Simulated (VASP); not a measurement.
A run of VASP 6.6.1:

INCAR

```
SYSTEM = H14SO6
  ALGO = Normal
  EDIFF = 1E-6
  ENCUT = 520
  GGA = PS
  GGA_COMPAT = .False.
  ISIF = 2
  ISMEAR = -1
  LASPH = .True.
  LCHARG = .True.
  LELF = .True.
  LREAL = .False.
  LVHAR = .True.
  LWAVE = .False.
  NBANDS = 44
  NELM = 120
  PREC = Accurate
  SIGMA = 0.02
```

Contents of KPOINTS:

```
k-points
0
Gamma
  1 1 1
  0 0 0
```

The input POSCAR:

```
H14SO6
1.0
    5.7689980000      0.0000000000      0.0000000000
    0.0000000000      5.7689980000      0.0000000000
    0.0000000000      0.0000000000      5.7689980000
O H S
6 14 1
Direct
    0.8356390486      0.8781420968      0.7031203686
    0.5325014847      0.6234704883      0.4543769993
    0.0041081658      0.4577744697      0.4397817437
    0.4780206199      0.1923210928      0.7029296942
    0.7445487067      0.9219278634      0.1575316892
    0.1852141394      0.0353440927      0.3698735898
    0.9648815964      0.9106434081      0.6065698064
    0.7258452854      0.7793207763      0.6068991530
    0.6325881895      0.6456753842      0.3009188077
    0.5670135438      0.4814007562      0.5422605451
    0.1405270031      0.5424685535      0.4553650391
    0.0480846067      0.3150980465      0.3581904518
    0.6106086360      0.0804992479      0.6878664198
    0.3733403964      0.1523661475      0.8237305681
    0.8002776219      0.8609467363      0.0061362476
    0.8735659121      0.9778994550      0.2360721914
    0.2465072791     -0.1006760619      0.2720749773
    0.3205929349      0.0730109457      0.4739991243
    0.1738083459      0.8062405291      0.8054778317
    0.0754897124      0.5775699697      1.0697004922
    0.2780032165      0.6812448193      0.9963601998
```

Potentials or basis: VASP PAW PBE potentials, release 64 (O, H, S).

The run is started by

```bash
$ cat potpaw_PBE.64/O/POTCAR potpaw_PBE.64/H/POTCAR potpaw_PBE.64/S/POTCAR > POTCAR
$ mpirun -np 1 vasp_gam > vasp.out
```

Hardware: 1 thread of Intel(R) Xeon(R) 6975P-C (Granite Rapids), on a shared host.

Question: How long does it take, and how much memory?

Answer: Run time: 17 s on 1 thread of Intel(R) Xeon(R) 6975P-C (Granite Rapids), with other jobs on the host, peak memory 0.3 GiB. Counts: scf iterations 16, k points 1.
